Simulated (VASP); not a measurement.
Input of a VASP 6.6.1 run:

INCAR

```
SYSTEM = C
ALGO = Normal ; EDIFF = 1E-6
ENCUT = 520 ; GGA = PS
ISIF = 2 ; ISMEAR = 0
LASPH = .TRUE. ; LCHARG = .FALSE.
LREAL = .FALSE. ; LWAVE = .FALSE.
NBANDS = 11 ; NELM = 80
PREC = Accurate ; SIGMA = 0.01
```

File KPOINTS:

```
k-points
0
G
  12 12 12
  0 0 0
```

The input POSCAR:

```
C
1.0
    0.0000000000      1.7649787203      1.7649787203
    1.7649787203      0.0000000000      1.7649787203
    1.7649787203      1.7649787203      0.0000000000
C
2
Direct
    0.5000000000      0.5000000000      0.5000000000
    0.7500000000      0.7500000000      0.7500000000
```

Potentials or basis: VASP PAW PBE potentials, release 64 (C).

Command:

```console
$ cat potpaw_PBE.64/C/POTCAR > POTCAR
$ mpirun -np 1 vasp_std > vasp.out
```

**Question.** Estimate the pressure.

**Answer.** 10.6 GPa.

**Question.** Predict the band gap on the k mesh.

**Answer.** 4.11 eV, indirect (least direct gap 5.62 eV).

Caveat: the PAW data sets were made with another functional, which shifts forces and pressure a little. A k mesh can miss the band edges.
